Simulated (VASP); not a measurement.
# B (P1) in VASP: a series of runs

Runs on B. Level: PBE. Tasks: relaxation of cell and atoms, single point.

All numbers are computed with VASP 6.6.1; they aren't measurements. Logs are shortened: lines on timing, memory, paths and dates and some standing lists are left out, and cuts for length are marked.

**1. The cell of the first run**

The typed cell holds 8 atoms: a = 3.096 Å, b = 4.251 Å, c = 4.480 Å, α = 82.93°, β = 71.46°, γ = 71.36°.

**2. Relaxation of cell and atoms, PBE**

Input file INCAR:

```
PREC     = Accurate       # precision mode
ENCUT    = 600            # plane-wave cutoff, eV
EDIFF    = 1E-6           # SCF threshold, eV
ISMEAR   = 0              # smearing method
SIGMA    = 0.1            # smearing width, eV
LREAL    = False          # projectors in reciprocal space
LASPH    = True           # aspherical terms in the spheres
NELM     = 100            # most SCF steps
ALGO     = Normal         # electronic algorithm
ISIF     = 3              # what is computed and relaxed
LWAVE    = False          # write WAVECAR
LCHARG   = False          # write CHGCAR
GGA      = PE             # functional
IBRION   = 2              # ionic algorithm
NSW      = 100            # ionic steps
EDIFFG   = -0.015         # ionic threshold
```

Input file KPOINTS:

```
regular mesh
0
Gamma
  8 6 6
```

Input file POSCAR:

```
B
1.0
    1.5293504521      0.0176848639     -2.6916717918
   -1.8281949366     -2.8041138580     -2.6202949368
   -1.9450430078      2.9780995688     -2.7242217270
B
8
Direct
    0.3571450275      0.7309318460      0.7057272934
    0.7281829924      0.1789818109      0.6907193004
    0.8252289018      0.7169865023      0.2478856508
    0.3874758075      0.1332020258      0.1807102311
    0.7201457435      0.8234465081      0.8330969484
    0.1557188084      0.3371164044      0.8049667037
    0.1812781734      0.8024677193      0.2681273473
    0.6448245455      0.2768671831      0.2687665250
```

Potentials or basis: VASP PAW PBE potentials, release 64 (B).

The run is started by

```
$ cat potpaw_PBE.64/B/POTCAR > POTCAR
$ mpirun -np 1 vasp_std > vasp.out
```

OUTCAR:

```text
PREC = Accurate
   ENCUT = 600
   EDIFF = 1E-6
   ISMEAR = 0
   LREAL = False
   LASPH = True
   NELM = 100
   ISIF = 3
   GGA = PE
   IBRION = 2
   NSW = 100
   EDIFFG = -0.015

 ion  position               nearest neighbor table
   1  0.357  0.731  0.706-   5 1.58   5 1.79   6 1.92   3 2.10   7 2.16
   2  0.728  0.179  0.691-   5 1.57   6 1.61   6 1.88   8 1.97   4 2.13
   3  0.825  0.717  0.248-   7 1.30   7 1.88   4 1.91   5 1.96   1 2.10   8 2.10
   4  0.387  0.133  0.181-   8 1.32   7 1.68   3 1.91   5 1.96   6 2.03   8 2.10   2 2.13
   5  0.720  0.823  0.833-   2 1.57   1 1.58   1 1.79   4 1.96   3 1.96   6 2.07   7 2.14
   6  0.156  0.337  0.805-   2 1.61   2 1.88   1 1.92   4 2.03   5 2.07
   7  0.181  0.802  0.268-   3 1.30   4 1.68   3 1.88   5 2.14   1 2.16   8 2.16
   8  0.645  0.277  0.269-   4 1.32   2 1.97   4 2.10   3 2.10   7 2.16

  Warning from LATTYP: Got some problem with cell dimensions!
  Tried to take original basis but could not verify dimensions!
  LATTYP: Found a triclinic cell.
 ALAT       =     5.9312274929
 B/A-ratio  =     1.3597057837
 C/A-ratio  =     0.7553854727
 COS(alpha) =     0.0076323296
 COS(beta)  =     0.6775850041
 COS(gamma) =     0.6978424336

  Lattice vectors:

 A1 = (   5.3025883965,  -0.1563008469,   2.6528448720)
 A2 = (   5.1857403253,   5.6259125799,   2.5489180818)
 A3 = (   1.9450430078,  -2.9780995688,   2.7242217270)

Analysis of symmetry for initial positions (statically):
=====================================================================
 Subroutine PRICEL returns:
 Original cell was already a primitive cell.

 Routine SETGRP: Setting up the symmetry group for a
 triclinic supercell.

 Subroutine GETGRP returns: Found  1 space group operations
 (whereof  1 operations were pure point group operations)
 out of a pool of  2 trial point group operations.

The static configuration has the point symmetry C_1 .

Analysis of symmetry for dynamics (positions and initial velocities):
=====================================================================
 Subroutine PRICEL returns:
 Original cell was already a primitive cell.

 Routine SETGRP: Setting up the symmetry group for a
 triclinic supercell.

 Subroutine GETGRP returns: Found  1 space group operations
 (whereof  1 operations were pure point group operations)
 out of a pool of  2 trial point group operations.

The dynamic configuration has the point symmetry C_1 .

 Subroutine INISYM returns: Found  1 space group operations
 (whereof  1 operations are pure point group operations),
 and found     1 'primitive' translations

----------------------------------------------------------------------------------------

                                     Primitive cell

  volume of cell :      52.9547

  direct lattice vectors                    reciprocal lattice vectors
     1.529350452  0.017684864 -2.691671792     0.291617526  0.002193911 -0.205811053
    -1.828194937 -2.804113858 -2.620294937    -0.150466053 -0.177542351 -0.086658091
    -1.945043008  2.978099569 -2.724221727    -0.143407281  0.168601560 -0.080373207

  length of vectors
     3.095855713  4.251034793  4.480363084     0.356936667  0.248336353  0.235482455

  position of ions in fractional coordinates (direct lattice)
     0.357145028  0.730931846  0.705727293
     0.728182992  0.178981811  0.690719300
     0.825228902  0.716986502  0.247885651
     0.387475808  0.133202026  0.180710231
     0.720145743  0.823446508  0.833096948
     0.155718808  0.337116404  0.804966704
     0.181278173  0.802467719  0.268127347
     0.644824546  0.276867183  0.268766525

  ion indices of the primitive-cell ions
   primitive index   ion index
                 1           1
                 2           2
                 3           3
                 4           4
                 5           5
                 6           6
                 7           7
                 8           8

----------------------------------------------------------------------------------------

 KPOINTS: regular mesh

[... 46 lines left out ...]
   IALGO  =     38    algorithm
   IMIX   =      4    mixing-type and parameters
     AMIX     =   0.40;   BMIX     =  1.00
     AMIX_MAG =   1.60;   BMIX_MAG =  1.00
  volume/ion in A,a.u.               =       6.62        44.67
  Fermi-wavevector in a.u.,A,eV,Ry     =   1.257507  2.376343 21.515209  1.581323
  Thomas-Fermi vector in A             =   2.391162
   LORBIT       =      0    0 simple, 1 ext, 2 COOP (PROOUT), +10 PAW based schemes
   GGA     = PE    functional components
   LHFCALC =     F    Hartree Fock is set to
   AEXX    =    0.0000 exact exchange contribution
   IVDW    =     0    specifies the selected vdW correction
   LEPSILON=     F    determine dielectric tensor
   LRPA    =     F    only Hartree local field effects (RPA)
 conjugate gradient relaxation of ions
 non-spin polarized calculation
 Gauss-broadening in eV      SIGMA  =   0.10
  energy-cutoff  :      600.00
  volume of cell :       52.95
 maximum number of plane-waves:      1786
 NGX is ok and might be reduce to    28
   NGX = 13   NGY = 17   NGZ = 17

--------------------------------------- Ionic step        1  -------------------------------------------

 number of electron      24.0000000 magnetization

 Free energy of the ion-electron system (eV)
  ---------------------------------------------------
  ext. energy  EPLUGINS =         0.00000000
  ---------------------------------------------------
  free energy    TOTEN  =       -42.68522379 eV

  energy without entropy =      -42.67662562  energy(sigma->0) =      -42.68092471

------------------------ aborting loop because EDIFF is reached ----------------------------------------

  FORCE on cell =-STRESS in cart. coord.  units (eV):
  Direction    XX          YY          ZZ          XY          YZ          ZX
  --------------------------------------------------------------------------------------
  -------------------------------------------------------------------------------------
  Total        3.2070391      4.3791502     34.7489976     -0.3834730      8.3989659     -0.8146931
  in kB       97.0309063    132.4938349   1051.3519196    -11.6022059    254.1157881    -24.6490323
  external PRESSURE =     426.9588869 kB  Pullay stress =       0.0000000 kB
[... 107 lines left out ...]
  FREE ENERGIE OF THE ION-ELECTRON SYSTEM (eV)
  ---------------------------------------------------
  free  energy   TOTEN  =       -14.3497252083 eV

  energy  without entropy=      -14.3411983109  energy(sigma->0) =      -14.34546176

[... ionic steps 4 to 64 ...]

--------------------------------------- Ionic step       65  -------------------------------------------

 number of electron      24.0000000 magnetization

------------------------ aborting loop because EDIFF is reached ----------------------------------------
[... 79 lines left out ...]
--------------------------------------- Ionic step       67  -------------------------------------------

 number of electron      24.0000000 magnetization

 Free energy of the ion-electron system (eV)
  ---------------------------------------------------
  ext. energy  EPLUGINS =         0.00000000
  ---------------------------------------------------
  free energy    TOTEN  =       -50.34691972 eV

  energy without entropy =      -50.34064208  energy(sigma->0) =      -50.34378090

 E-fermi :   6.5930     XC(G=0): -11.7839

 val. band max:        6.5922148616   @ k =   0.2500   0.0000   0.1667
 cond. band min:       6.5939365358   @ k =  -0.3750  -0.0000   0.1667
 fundamental gap:      0.0017216741
 Fermi energy:         6.5929958528

 k-point     1 :       0.0000    0.0000    0.0000
  band No.  band energies     occupation
      1      -9.6649      2.00000
      2      -4.2309      2.00000
      3      -4.0114      2.00000
      4      -1.9626      2.00000
      5      -0.8992      2.00000
      6       0.5704      2.00000
[... 457 lines left out ...]
      4      -2.7588      2.00000
      5      -1.6478      2.00000
      6      -0.5226      2.00000
[... 9 lines left out ...]
     16      11.8991      0.00000
     17      12.6746      0.00000

 [... further k-points ...]
[... 5 lines left out ...]
  --------------------------------------------------------------------------------------
  -------------------------------------------------------------------------------------
  Total       -0.0013452      0.0012244      0.0013557     -0.0051212     -0.0045404     -0.0000985
  in kB       -0.0378158      0.0344204      0.0381116     -0.1439684     -0.1276405     -0.0027702
  external PRESSURE =       0.0115721 kB  Pullay stress =       0.0000000 kB
[... 23 lines left out ...]
  FREE ENERGIE OF THE ION-ELECTRON SYSTEM (eV)
  ---------------------------------------------------
  free  energy   TOTEN  =       -50.3469197249 eV

  energy  without entropy=      -50.3406420802  energy(sigma->0) =      -50.34378090

 reached required accuracy - stopping structural energy minimisation
```

Run time: 36 min. Hardware: 1 thread of Intel Xeon 6975P-C (Granite Rapids), shared host; peak memory 0.28 GiB.

What came out:

* Free energy: -50.3469 eV
* Relaxed volume: 7.12 Å³/atom
* Relaxed cell: a = 3.352 Å, b = 4.232 Å, c = 5.151 Å, α = 76.85°, β = 55.76°, γ = 70.91°
* Space group after relaxing (to 0.1 Å): P1 (No. 1)
* Pressure after relaxing: 0.0 GPa
* Largest force after relaxing: 0.011 eV/Å
* Band gap on the k mesh: zero (bands 12 and 13 overlap by 1.22 eV)

Forces on the atoms (eV/Å):
```
B    0.002  0.007 -0.005
B    0.002  0.003  0.009
B   -0.002  0.002 -0.003
B   -0.005  0.001  0.002
B    0.000 -0.003  0.004
B    0.007 -0.008  0.003
B   -0.007  0.002 -0.001
B    0.003 -0.005 -0.009
```

Final structure:
```
B
1.0
     1.32498    0.47364   -3.04258
    -1.99097   -2.49312   -2.77961
    -1.82843    3.33910   -3.46985
B
8
Direct
  0.35230 0.60715 0.56492
  0.59071 0.24095 0.75339
  0.39758 0.65038 0.19013
  0.11630 0.09763 0.11975
  0.81882 0.84064 0.88027
  0.92180 0.38837 0.85965
  0.79286 0.79211 0.25199
  0.00963 0.38277 0.37989
```

Levels at points of the mesh, in eV from the Fermi level:
```csv
k point,band 9,band 10,band 11,band 12,band 13,band 14,band 15,band 16
"(0.00, 0.00, 0.00)",-4.19,-3.16,-2.91,-1.02,-0.54,2.43,3.26,4.33
"(0.50, 0.00, 0.00)",-3.62,-3.19,-1.59,-0.79,2.22,2.77,3.96,4.92
"(0.00, 0.50, 0.00)",-3.62,-2.78,-0.87,0.41,1.65,2.28,3.89,4.01
"(0.50, 0.50, 0.00)",-3.66,-3.24,-0.67,0.63,2.37,3.56,4.49,5.14
"(0.00, 0.00, 0.50)",-3.83,-3.17,-2.45,-1.04,0.50,1.13,3.14,4.20
"(0.50, 0.00, 0.50)",-4.53,-3.33,-2.56,-1.21,-0.48,1.65,3.40,4.74
"(0.00, 0.50, 0.50)",-3.02,-2.36,-0.83,0.18,1.39,2.83,3.35,3.93
"(0.50, 0.50, 0.50)",-4.38,-3.73,-3.20,-1.56,0.06,1.00,5.91,6.79
```

**3. Relaxation of cell and atoms, PBE**

This run uses another cell than the first one, of 6.57 Å³/atom.

Input file INCAR:

```
PREC = Accurate
ENCUT = 600
EDIFF = 1E-7
ISMEAR = 0
SIGMA = 0.1
LREAL = F
LASPH = T
NELM = 80
ALGO = Normal
ISIF = 3
LWAVE = F
LCHARG = F
GGA = PE
IBRION = 2
NSW = 100
EDIFFG = -0.015
```

KPOINTS is that of step 2.

Input file POSCAR:

```
B
1.0
    0.0057881999     -1.6893768724     -2.6621521436
   -2.8947631819      1.7547844014     -2.6970715599
    2.8521703349      1.7078098097     -2.6801084672
B
8
Direct
    0.3378939459      0.9416863326      0.4397616185
    0.7739160554      0.9272798843      0.9753914678
    0.8104790799      0.3954457547      0.4063571241
    0.3954651255      0.4464532734      0.9028440011
    0.7302995568      0.6015377938      0.0845927066
    0.1228373381      0.5679046974      0.5665166424
    0.0890709860      0.0790793412      0.0729081081
    0.7400379125      0.0406129227      0.5516283313
```

Potentials or basis: VASP PAW PBE potentials, release 64 (B).

The run is started by

```
$ cat potpaw_PBE.64/B/POTCAR > POTCAR
$ mpirun -np 1 vasp_std > vasp.out
```

It took 30 min on 1 thread of Intel Xeon 8259CL, shared host; peak memory 0.27 GiB.

It converged, with:

```
Free energy                           : -51.5036 eV
Relaxed volume                        : 6.58 Å³/atom
Relaxed cell                          : a = 3.131 Å, b = 4.324 Å, c = 4.325 Å, α = 87.22°, β = 71.62°, γ = 71.62°
Space group after relaxing (to 0.1 Å) : Cmcm (No. 63)
Energy gained by relaxing             : 589.8 meV/atom
Ionic steps                           : 20
Pressure after relaxing               : 0.1 GPa
Largest force after relaxing          : 0.014 eV/Å
Band gap on the k mesh                : zero (bands 12 and 13 overlap by 0.29 eV)
```

Forces in eV/Å, atoms in the order of the input:
```
B   -0.002 -0.004  0.001
B    0.001 -0.006 -0.004
B    0.006  0.005 -0.002
B    0.006 -0.005 -0.003
B   -0.007  0.003  0.000
B    0.002  0.005  0.004
B    0.007  0.002  0.000
B   -0.013  0.000  0.004
```

Stress tensor (GPa, compression positive):
```
 0.04 -0.06  0.03
-0.06  0.06 -0.03
 0.03 -0.03  0.06
```

The path:
```csv
step,energy change (eV),largest force (eV/Å),pressure (GPa),volume (Å³)
1,0.0000,7.5616,19.98,52.59
2,-2.1048,2.8582,-13.19,58.99
3,-2.3898,1.8372,-8.90,56.77
4,-3.1882,1.7439,-1.30,54.58
5,-3.3053,1.6708,4.84,53.43
6,-3.7859,1.8085,3.04,53.29
7,-3.8084,1.9207,3.23,53.26
8,-4.2436,1.4444,-1.13,53.84
9,-4.2521,1.5544,-1.39,53.92
10,-4.5184,1.0101,-2.97,53.71
11,-4.5759,0.8670,-3.07,53.55
12,-4.6785,0.4560,-0.03,52.70
13,-4.6946,0.3472,2.10,52.22
14,-4.7137,0.1926,0.25,52.63
15,-4.7137,0.1945,0.17,52.65
16,-4.7168,0.0896,-0.61,52.77
17,-4.7168,0.0891,-0.58,52.76
18,-4.7179,0.0399,0.03,52.65
19,-4.7179,0.0369,-0.01,52.65
20,-4.7181,0.0136,0.05,52.64
```

Final structure:
```yaml
crystal:
  lattice:
    - [0.00081, -1.66359, -2.65204]
    - [-2.98258, 1.66200, -2.65320]
    - [2.98287, 1.66406, -2.65252]
  atoms:
    - { symbol: B, position: [0.43512, 0.86941, 0.36883] }
    - { symbol: B, position: [0.73748, 0.96819, 0.96764] }
    - { symbol: B, position: [0.73798, 0.46806, 0.46743] }
    - { symbol: B, position: [0.43505, 0.36946, 0.86867] }
    - { symbol: B, position: [0.76226, 0.53179, 0.03247] }
    - { symbol: B, position: [0.06505, 0.63062, 0.63116] }
    - { symbol: B, position: [0.06478, 0.13069, 0.13119] }
    - { symbol: B, position: [0.76229, 0.03178, 0.53263] }
```

Levels at points of the mesh, in eV from the Fermi level:
```tsv
k point	band 10	band 11	band 12	band 13	band 14	band 15
(0.00, 0.00, 0.00)	-4.23	-3.78	-1.61	0.53	2.62	2.88
(0.50, 0.00, 0.00)	-4.24	-3.29	-2.32	0.71	1.06	1.06
(0.00, 0.50, 0.00)	-3.50	-2.32	-2.31	3.29	3.30	3.93
(0.50, 0.50, 0.00)	-5.18	-2.80	-2.80	2.35	2.36	4.73
(0.00, 0.00, 0.50)	-3.50	-2.32	-2.32	3.28	3.29	3.93
(0.50, 0.00, 0.50)	-5.18	-2.81	-2.81	2.35	2.36	4.73
(0.00, 0.50, 0.50)	-2.29	-1.79	-1.79	0.73	1.22	3.02
(0.50, 0.50, 0.50)	-4.23	-4.22	-0.04	0.41	2.45	3.04
```

**4. Single point, PBE**

This run uses another cell than the first one, of 7.01 Å³/atom.

Input file INCAR:

```
ALGO = Normal
EDIFF = 1E-7
ENCUT = 520
GGA = PE
ISIF = 2
ISMEAR = 0
LASPH = True
LCHARG = True
LELF = True
LREAL = False
LVHAR = True
LWAVE = False
NBANDS = 22
NELM = 80
PREC = Accurate
SIGMA = 0.1
```

Input file KPOINTS:

```
k-points
0
Gamma
  12 10 10
```

Input file POSCAR:

```
B
1.0
    3.2494896815      0.0006809896      0.0004781718
    0.8390075673      4.2623238905     -0.0006956315
    0.7448854177      1.4568103137      4.0461581946
B
8
Direct
    0.3980681652      0.5158023148      0.4467730228
    0.9476819147      0.9066896361      0.8846840020
    0.3935276805      0.1202477138      0.8363579038
    0.1818121804      0.5124478300      0.8528451888
    0.9577141983      0.5197489511      0.2440219410
    0.6174457163      0.9036028185      0.2247106446
    0.2596753210      0.9005734086      0.5465015962
    0.7440748238      0.1208873271      0.4641057010
```

The run is started by

```
$ cat potpaw_PBE.64/B/POTCAR > POTCAR
$ mpirun -np 1 vasp_std > vasp.out
```

Run time: 7.5 min. Hardware: 1 thread of Intel Xeon Platinum 8488C (Sapphire Rapids), shared host; peak memory 0.55 GiB.

It converged, with:

```yaml
Free_energy: -52.0235 eV
Pressure: 0.0 GPa
Largest_force: 0.008 eV/Å
Band_gap_on_the_k_mesh: zero (bands 12 and 13 overlap by 2.11 eV)
```

Forces in eV/Å, atoms in the order of the input:
```
B    0.004 -0.002 -0.001
B   -0.007  0.004  0.002
B    0.001  0.002  0.003
B    0.000 -0.003  0.003
B   -0.003 -0.002  0.000
B    0.000  0.001  0.000
B    0.004 -0.001 -0.006
B    0.000  0.001  0.000
```

Levels at points of the mesh, in eV from the Fermi level:
| k point | band 10 | band 11 | band 12 | band 13 | band 14 | band 15 |
| --- | --- | --- | --- | --- | --- | --- |
| (0.00, 0.00, 0.00) | -2.31 | -1.83 | -0.20 | 1.52 | 2.44 | 3.59 |
| (0.50, 0.00, 0.00) | -4.79 | -3.29 | -2.97 | -1.26 | 3.65 | 5.77 |
| (0.00, 0.50, 0.00) | -2.79 | -2.41 | -1.57 | 1.48 | 2.07 | 4.25 |
| (0.50, 0.50, 0.00) | -3.53 | -2.96 | -1.20 | 0.80 | 3.28 | 3.72 |
| (0.00, 0.00, 0.50) | -2.91 | -2.21 | -1.74 | 2.36 | 2.63 | 4.35 |
| (0.50, 0.00, 0.50) | -3.08 | -3.02 | -0.63 | 0.79 | 1.67 | 3.80 |
| (0.00, 0.50, 0.50) | -2.81 | -1.92 | -0.80 | 3.12 | 3.80 | 4.74 |
| (0.50, 0.50, 0.50) | -1.78 | -0.46 | -0.23 | 1.39 | 2.40 | 3.97 |

**5. The runs side by side**

| task | cell | k mesh | cutoff (eV) | gap on the mesh (eV) | pressure (GPa) | relaxed volume (Å³/atom) | largest force (eV/Å) |
| --- | --- | --- | --- | --- | --- | --- | --- |
| relaxation of cell and atoms | relaxed from a = 3.096, b = 4.251, c = 4.480 Å, angles 82.9, 71.5, 71.4°, 8 atoms, atomic positions A | 8 × 6 × 6 | 600 | none | 0.0 | 7.12 | 0.01 |
| relaxation of cell and atoms | relaxed from a = 3.153, b = 4.328, c = 4.270 Å, angles 83.9, 71.5, 72.1°, 8 atoms, atomic positions B | 8 × 6 × 6 | 600 | none | 0.1 | 6.58 | 0.01 |
| single point | a = 3.249, b = 4.344, c = 4.364 Å, angles 68.9, 80.2, 78.9°, 8 atoms, atomic positions C | 12 × 10 × 10 | 520 | none | 0.0 | - | 0.01 |

Alike in all rows: level PBE; potentials or basis VASP PAW PBE potentials, release 64 (B); no spin polarisation; smearing gaussian 0.1 eV.

Absolute energies hang on the potentials; compare differences alone.

The gap in the log of VASP goes by the Fermi energy; the results here count the filled bands.